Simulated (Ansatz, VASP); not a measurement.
# Two plane-wave programs on SnSe

The input POSCAR:

```
SnSe
1.0
    0.0000000000      2.9799000000      3.0100000000
    3.0401000000      0.0000000000      3.0100000000
    3.0401000000      2.9799000000      0.0000000000
Sn Se
1 1
Direct
    0.0000000000      0.0000000000      0.0000000000
    0.5000000000      0.5000000000      0.5000000000
```

Contents of INCAR.step1:

```
PREC     = Accurate       # precision mode
ENCUT    = 520            # plane-wave cutoff, eV
ISMEAR   = 0              # smearing method
SIGMA    = 0.05           # smearing width, eV
LREAL    = F              # projectors in reciprocal space
LASPH    = T              # aspherical terms in the spheres
NELM     = 100            # most SCF steps
NBANDS   = 17             # bands
GGA      = PE             # functional
ALGO     = Normal         # electronic algorithm
EDIFF    = 1E-4           # SCF threshold, eV
LWAVE    = T              # write WAVECAR
LCHARG   = F              # write CHGCAR
```

The input INCAR.step2:

```
PREC     = Accurate       # precision mode
ENCUT    = 520            # plane-wave cutoff, eV
EDIFF    = 1E-6           # SCF threshold, eV
ISMEAR   = 0              # smearing method
SIGMA    = 0.05           # smearing width, eV
LREAL    = F              # projectors in reciprocal space
LASPH    = T              # aspherical terms in the spheres
NELM     = 100            # most SCF steps
ALGO     = Normal         # electronic algorithm
ISIF     = 2              # what is computed and relaxed
LWAVE    = F              # write WAVECAR
LCHARG   = F              # write CHGCAR
METAGGA  = R2SCAN         # meta-GGA
LMIXTAU  = T            
NBANDS   = 17             # bands
ISTART   = 1
```

File KPOINTS:

```
regular mesh
0
Gamma
  10 10 10
```

Input for Ansatz:

```yaml
crystal:
  lattice:
    - [0.0, 2.9799, 3.01]
    - [3.0401, 0.0, 3.01]
    - [3.0401, 2.9799, 0.0]
  atoms:
    - { symbol: Sn, position: [0.0, 0.0, 0.0] }
    - { symbol: Se, position: [0.5, 0.5, 0.5] }
basis:
  ecutwfc: 500
kpoints:
  mp_grid: { grid: [10, 10, 10] }
hamiltonian:
  xc: r2scan
scf:
  occupations: { method: gaussian, width: 0.05 }
output:
  forces: true
  stress: true
  eigenvalues: true
```

Change from the starting cell: strain +0.0100 x Voigt [1, -1, 0, 0, 0, 0], atoms carried along.

Alike in both runs: task single point; functional r2SCAN; k mesh 10 × 10 × 10; occupations gaussian, width 0.05 eV; no spin polarisation.

```csv
,VASP,Ansatz
version,VASP 6.6.1,Ansatz 0.2.0
potentials or method,"VASP PAW PBE potentials, release 64 (Sn_d, Se), cutoff 520 eV","scalar-relativistic, plane waves, PAW"
valence electrons in the cell,20,30
```

Ansatz gave:

| Quantity | Value |
| --- | --- |
| gap on the k mesh at the Fermi level (eV) | 0.46 |
| least direct gap on the mesh (eV) | 0.46 |
| pressure (GPa) | 0.0 |
| traceless stress, the component that is largest in VASP (GPa) | 1.25 |

Estimate VASP's values.

gap on the k mesh at the Fermi level (eV): 0.46; least direct gap on the mesh (eV): 0.46; pressure (GPa): 0.0; traceless stress, the component that is largest in VASP (GPa): 1.26.

VASP's potentials were made for PBE, not for r2SCAN. VASP's potentials hold 20 valence electrons a cell and Ansatz's 30, so a difference there can come from the potentials and not from the codes.
